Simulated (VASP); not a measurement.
# Sc5Al11N16 (P1) in VASP: notebook, part 2 of 2

VASP 6.6.1.

## Step 3: Single point, PBE

This run uses another cell than the first one, of 11.66 Å³/atom.

INCAR reads:

```
SYSTEM = Sc5Al11N16
PREC = Accurate
ENCUT = 520
EDIFF = 1E-7
ISMEAR = 0
SIGMA = 0.01
LREAL = Auto
LASPH = .True.
NELM = 60
ALGO = Normal
ISIF = 2
LWAVE = .False.
LCHARG = .False.
GGA = PE
NBANDS = 106
```

KPOINTS reads:

```
regular mesh
0
Gamma
  4 4 3
  0 0 0
```

POSCAR reads:

```
Sc5Al11N16
1.0
    6.4892067208     -0.0129247678     -0.0038552538
   -3.2557965377      5.6484106846      0.0089870964
   -0.0059564868      0.0125944339     10.1899258236
Al Sc N
11 5 16
Direct
    0.1668056687      0.3372327762      0.5058111146
    0.1638703051      0.8270667384     -0.0001329895
    0.3332600727      0.6663040474      0.2552239946
    0.1627875436      0.8267573500      0.4997883778
    0.3290689123      0.6681848652      0.7438261633
    0.6703399065      0.3375998940     -0.0039859560
    0.6722129009      0.3386175586      0.5044929646
    0.8324059107      0.1706660305      0.7434862141
    0.8325776154      0.6647840244      0.2506068851
    0.6671349103      0.8305070706      0.5033488911
    0.8382094610      0.6627454109      0.7474786274
    0.1656450892      0.3412024525     -0.0081708002
    0.3350728291      0.1668899544      0.2480540177
    0.3342130137      0.1603546758      0.7421921001
    0.8319098984      0.1686823874      0.2539726195
    0.6646752267      0.8314538168     -0.0085981128
    0.1753784483      0.3528291936      0.1958993741
    0.3339266776      0.1670047734      0.4596013184
    0.1603103827      0.3435924093      0.6940003104
    0.3394611596      0.1551726563      0.9509348774
    0.1569794017      0.8112832455      0.1902687979
    0.3344187273      0.6672141957      0.4453156917
    0.1546594961      0.8110424898      0.6839160304
    0.3240258640      0.6815055602      0.9282549698
    0.6786203812      0.3544710592      0.1834892047
    0.8328050913      0.1655948227      0.4586167716
    0.6863911898      0.3457509950      0.6885580431
    0.8202247018      0.1752795310      0.9314468911
    0.6576608084      0.8161656860      0.1985784010
    0.8325364508      0.6655695491      0.4411266567
    0.6680800975      0.8306841236      0.6942127321
    0.8443318575      0.6577906568      0.9343858184
```

Potentials or basis: VASP PAW PBE potentials, release 64 (Al, Sc_sv, N).

On the command line:

```console
$ cat potpaw_PBE.64/Al/POTCAR potpaw_PBE.64/Sc_sv/POTCAR potpaw_PBE.64/N/POTCAR > POTCAR
$ mpirun -np 1 vasp_std > vasp.out
```

OUTCAR:

```text
SYSTEM = Sc5Al11N16
   PREC = Accurate
   ENCUT = 520
   EDIFF = 1E-7
   ISMEAR = 0
   LREAL = Auto
   LASPH = .True.
   NELM = 60
   ISIF = 2
   GGA = PE

 ion  position               nearest neighbor table
   1  0.167  0.337  0.506-  19 1.92  26 1.94  18 1.96  22 1.96   8 3.06   5 3.06  14 3.09   3 3.15
                            15 3.18   4 3.21   7 3.21  10 3.23  13 3.25  10 3.27   7 3.28   4 3.32
   2  0.164  0.827  1.000-  24 1.87  32 1.92  20 1.92  21 1.94  11 3.16   9 3.16  12 3.17  13 3.18
                             5 3.19   6 3.19   3 3.20  14 3.23  16 3.24  16 3.25   6 3.30  12 3.35
   3  0.333  0.666  0.255-  17 1.87  29 1.91  21 1.93  22 1.94   4 3.12  10 3.15   1 3.15   2 3.20
                             9 3.24  15 3.25   9 3.25  15 3.25  12 3.25  13 3.26  13 3.26  16 3.27
   4  0.163  0.827  0.500-  23 1.88  22 1.95  30 1.95  18 1.96   5 3.08  14 3.11  11 3.11   3 3.12
                             9 3.14   7 3.18  13 3.20   1 3.21  10 3.23  10 3.26   1 3.32   7 3.32
   5  0.329  0.668  0.744-  24 1.88  23 1.89  19 1.90  31 1.97   1 3.06   4 3.08  10 3.10  12 3.13
                            16 3.15  11 3.17   2 3.19  14 3.19   8 3.23   8 3.27  11 3.32  14 3.33
   6  0.670  0.338  0.996-  28 1.88  32 1.91  25 1.91  20 1.92  11 3.12   8 3.18  13 3.18   9 3.19
                             2 3.19  12 3.20  14 3.20  15 3.22  16 3.24  16 3.28  12 3.29   2 3.30
   7  0.672  0.339  0.504-  27 1.88  26 1.94  30 1.95  18 1.95   8 3.05  14 3.08  11 3.08  15 3.16
                             9 3.17   4 3.18   1 3.21  10 3.22  13 3.23   1 3.28  10 3.30   4 3.32
   8  0.832  0.171  0.743-  27 1.90  19 1.91  28 1.92  31 1.98   7 3.05   1 3.06  10 3.11  12 3.15
                            16 3.17   6 3.18  11 3.19  14 3.20   5 3.23   5 3.27  14 3.29  11 3.33
   9  0.833  0.665  0.251-  25 1.88  29 1.91  21 1.93  30 1.94   4 3.14   2 3.16   7 3.17  10 3.18
[... 17 lines left out ...]
  19  0.160  0.344  0.694-   5 1.90   8 1.91   1 1.92  14 2.07
  20  0.339  0.155  0.951-   2 1.92   6 1.92  12 2.07  14 2.13
  21  0.157  0.811  0.190-   9 1.93   3 1.93   2 1.94  13 2.09
  22  0.334  0.667  0.445-   3 1.94   4 1.95   1 1.96  10 1.96
[... 8 lines left out ...]
  31  0.668  0.831  0.694-  10 1.94   5 1.97  11 1.98   8 1.98
  32  0.844  0.658  0.934-  11 1.91   6 1.91   2 1.92  16 2.08

  LATTYP: Found a triclinic cell.
 ALAT       =     6.5195732318
 B/A-ratio  =     0.9953444047
 C/A-ratio  =     1.5629758246
 COS(alpha) =     0.0011811072
 COS(beta)  =     0.0027412079
 COS(gamma) =     0.5011133138

  Lattice vectors:

 A1 = (  -3.2557965377,   5.6484106846,   0.0089870964)
 A2 = (  -6.4892067208,   0.0129247678,   0.0038552538)
 A3 = (  -0.0059564868,   0.0125944339,  10.1899258236)

Analysis of symmetry for initial positions (statically):
=====================================================================
 Subroutine PRICEL returns:
 Original cell was already a primitive cell.

 Routine SETGRP: Setting up the symmetry group for a
 triclinic supercell.

 Subroutine GETGRP returns: Found  1 space group operations
 (whereof  1 operations were pure point group operations)
 out of a pool of  2 trial point group operations.

The static configuration has the point symmetry C_1 .

Analysis of symmetry for dynamics (positions and initial velocities):
=====================================================================
 Subroutine PRICEL returns:
 Original cell was already a primitive cell.

 Routine SETGRP: Setting up the symmetry group for a
 triclinic supercell.

 Subroutine GETGRP returns: Found  1 space group operations
 (whereof  1 operations were pure point group operations)
 out of a pool of  2 trial point group operations.

The dynamic configuration has the point symmetry C_1 .

 Subroutine INISYM returns: Found  1 space group operations
 (whereof  1 operations are pure point group operations),
 and found     1 'primitive' translations
[... 142 lines left out ...]
   ions per type =              11   5  16
   NGX,Y,Z   is equivalent  to a cutoff of  12.30, 12.24, 13.05 a.u.
   NGXF,Y,Z  is equivalent  to a cutoff of  24.59, 24.48, 26.10 a.u.
 SYSTEM =  Sc5Al11N16
   PREC   = accura    normal or accurate (medium, high low for compatibility)
   ISTART =      0    job   : 0-new  1-cont  2-samecut
   ICHARG =      2    charge: 1-file 2-atom 10-const
   ISPIN  =      1    spin polarized calculation?
   LNONCOLLINEAR =      F non collinear calculations
   LSORBIT =      F    spin-orbit coupling
   LASPH  =      T    aspherical Exc in radial PAW
   ENCUT  =  520.0 eV  38.22 Ry    6.18 a.u.  12.07 12.12 18.95*2*pi/ulx,y,z
   NELM   =     60;   NELMIN=  2; NELMDL= -5     # of ELM steps
   EDIFF  = 0.1E-06   stopping-criterion for ELM
   LREAL  =      T    real-space projection
   EDIFFG = 0.1E-05   stopping-criterion for IOM
   NSW    =      0    number of steps for IOM
   IBRION =     -1    ionic relax: 0-MD 1-quasi-New 2-CG
   NFREE  =      0    steps in history (QN), initial steepest desc. (CG)
   ISIF   =      2    stress and relaxation
   ISYM   =      2    0-nonsym 1-usesym 2-fastsym
   POTIM  = 0.5000    time-step for ionic-motion
   TEBEG  =    0.0;   TEEND  =   0.0 temperature during run
   PSTRESS=    0.0 pullay stress
   NELECT =     168.0000    total number of electrons
   NUPDOWN=      -1.0000    fix difference up-down
   EMIN   =  10.00;   EMAX   =-10.00  energy-range for DOS
   EFERMI =   0.00;   METHOD = LEGACY
   ISMEAR =     0;   SIGMA  =   0.01  broadening in eV -4-tet -1-fermi 0-gaus
   EFERMI_NEDOS =   21; number of points for ismear=-14 and -15
   IALGO  =     38    algorithm
   IMIX   =      4    mixing-type and parameters
     AMIX     =   0.40;   BMIX     =  1.00
     AMIX_MAG =   1.60;   BMIX_MAG =  1.00
  volume/ion in A,a.u.               =      11.66        78.67
  Fermi-wavevector in a.u.,A,eV,Ry     =   1.254820  2.371266 21.423379  1.574574
  Thomas-Fermi vector in A             =   2.388607
   LORBIT       =      0    0 simple, 1 ext, 2 COOP (PROOUT), +10 PAW based schemes
   GGA     = PE    functional components
   LHFCALC =     F    Hartree Fock is set to
   AEXX    =    0.0000 exact exchange contribution
   IVDW    =     0    specifies the selected vdW correction
   LEPSILON=     F    determine dielectric tensor
   LRPA    =     F    only Hartree local field effects (RPA)
 non-spin polarized calculation
 Gauss-broadening in eV      SIGMA  =   0.01
  energy-cutoff  :      520.00
  volume of cell :      373.07
 maximum number of plane-waves:     10063
   NGX = 25   NGY = 25   NGZ = 37

 number of electron     168.0000003 magnetization

 Free energy of the ion-electron system (eV)
  ---------------------------------------------------
  ext. energy  EPLUGINS =         0.00000000
  ---------------------------------------------------
  free energy    TOTEN  =      -250.97141326 eV

  energy without entropy =     -250.97141326  energy(sigma->0) =     -250.97141326

 E-fermi :   4.9663     XC(G=0): -10.7579

 val. band max:        4.8463441571   @ k =   0.0000   0.0000   0.0000
 cond. band min:       8.3299861902   @ k =   0.0000   0.0000   0.0000
 fundamental gap:      3.4836420331
 Fermi energy:         4.9663358064

 k-point     1 :       0.0000    0.0000    0.0000
  band No.  band energies     occupation
      1     -42.1213      2.00000
      2     -42.0880      2.00000
      3     -41.9486      2.00000
      4     -41.9210      2.00000
      5     -41.8702      2.00000
      6     -21.0783      2.00000
[... 2365 lines left out ...]
     95       9.8281      0.00000
     96       9.8947      0.00000

 [... further k-points ...]

 [bands above 96 left out]

------------------------ aborting loop because EDIFF is reached ----------------------------------------

  FORCE on cell =-STRESS in cart. coord.  units (eV):
  Direction    XX          YY          ZZ          XY          YZ          ZX
  --------------------------------------------------------------------------------------
  -------------------------------------------------------------------------------------
  Total        5.3047661      5.3815512      3.3358696      0.0127678      0.0067522      0.0263065
  in kB       22.7817783     23.1115390     14.3261815      0.0548325      0.0289980      0.1129757
  external PRESSURE =      20.0731663 kB  Pullay stress =       0.0000000 kB

 VOLUME and BASIS-vectors are now :
 -----------------------------------------------------------------------------
  energy-cutoff  :      520.00
  volume of cell :      373.07
      direct lattice vectors                 reciprocal lattice vectors
     6.489206721 -0.012924768 -0.003855254     0.154279150  0.088927971 -0.000019729
    -3.255796538  5.648410685  0.008987096     0.000352894  0.177244711 -0.000218863
    -0.005956487  0.012594434 10.189925824     0.000058059 -0.000122678  0.098136327

 POSITION                                       TOTAL-FORCE (eV/Angst)
 -----------------------------------------------------------------------------------
     -0.01854      1.90904      5.15657        -0.001611      0.001461      0.005515
     -1.63533      4.68209     10.19537        -0.000304      0.000656     -0.001830
     -0.00828      3.76247      2.60542        -0.000774      0.004304      0.001332
     -1.63837      4.67406      5.09961        -0.000270     -0.000093      0.000851
     -0.04451      3.77930      7.58427        -0.000033     -0.003775     -0.000594
      3.24488      1.91078     10.14976         0.001339      0.000988     -0.003963
[... 24 lines left out ...]
      1.62664      4.69215      7.07887         0.000322     -0.001191     -0.003808
      3.33185      3.71633      9.52398         0.051721     -0.029640     -0.018233
 -----------------------------------------------------------------------------------
    total drift:                               -0.001704      0.000542      0.003273

  FREE ENERGIE OF THE ION-ELECTRON SYSTEM (eV)
  ---------------------------------------------------
  free  energy   TOTEN  =      -250.9714132589 eV

  energy  without entropy=     -250.9714132589  energy(sigma->0) =     -250.97141326
```

Run time: 61 min. Hardware: 1 thread of Oxide Virtual Turin-like, shared host; peak memory 0.81 GiB.

What came out:

| Property | Result |
| --- | --- |
| Free energy | -250.9714 eV |
| Pressure | 2.0 GPa |
| Largest force | 0.086 eV/Å |
| Band gap on the k mesh | 3.48 eV |

Forces on the atoms (eV/Å):
```
Al  -0.002  0.001  0.006
Al   0.000  0.001 -0.002
Al  -0.001  0.004  0.001
Al   0.000  0.000  0.001
Al   0.000 -0.004 -0.001
Al   0.001  0.001 -0.004
Al   0.001 -0.001  0.003
Al   0.001  0.000  0.002
Al   0.000  0.004 -0.002
Al   0.000  0.000  0.004
Al  -0.001 -0.001  0.000
Sc   0.010 -0.009  0.000
Sc   0.004 -0.020  0.013
Sc  -0.005  0.001  0.008
Sc  -0.007 -0.016  0.004
Sc   0.015 -0.004  0.014
N   -0.001  0.078  0.020
N    0.000  0.001  0.041
N   -0.052  0.032 -0.020
N    0.056 -0.033  0.033
N   -0.001 -0.058 -0.018
N   -0.001 -0.001 -0.003
N   -0.001 -0.062 -0.018
N   -0.063  0.039 -0.045
N    0.001  0.071 -0.045
N    0.001  0.001  0.057
N    0.053  0.034 -0.018
N   -0.062  0.034 -0.044
N    0.000 -0.065  0.037
N    0.000 -0.001 -0.002
N    0.000 -0.001 -0.004
N    0.052 -0.030 -0.018
```

A k mesh can miss the band edges.
